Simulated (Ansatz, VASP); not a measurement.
**One calculation of Be4C, two programs**

```
Be C
1.0
     3.08526    0.00000    0.00000
     0.00000    3.08526    0.00000
     0.00000    0.00000    4.29414
Be C
4 1
Direct
  0.50000 0.00000 0.25021
  0.00000 0.50000 0.74979
  0.50000 0.00000 0.74979
  0.00000 0.50000 0.25021
  0.00000 0.00000 0.00000
```

Change from the starting cell: ordered vacancies on the anion sites of antifluorite (P4/mmm, No. 123).

Alike in both runs: functional PBE; k mesh 12 × 12 × 10; occupations gaussian, width 0.1 eV; no spin polarisation.

Ansatz relaxed the structure, and its values are those at the end. VASP's run is a single point on that final structure, the one shown.

```csv
,VASP,Ansatz
version,VASP 6.6.1,Ansatz 0.2.0
potentials or method,"VASP PAW PBE potentials, release 64 (Be, C), cutoff 600 eV","scalar-relativistic, plane waves, PAW"
valence electrons in the cell,12,12
```

```csv
,VASP,Ansatz,Ansatz less VASP
gap on the k mesh at the Fermi level (eV),none,none,-
pressure (GPa),0.2,0.0,-0.17
rms of the force components (eV/Å),0.011,0.004,-0.0069
```

A gap of «none» marks a metal or a gap that the smearing closes.
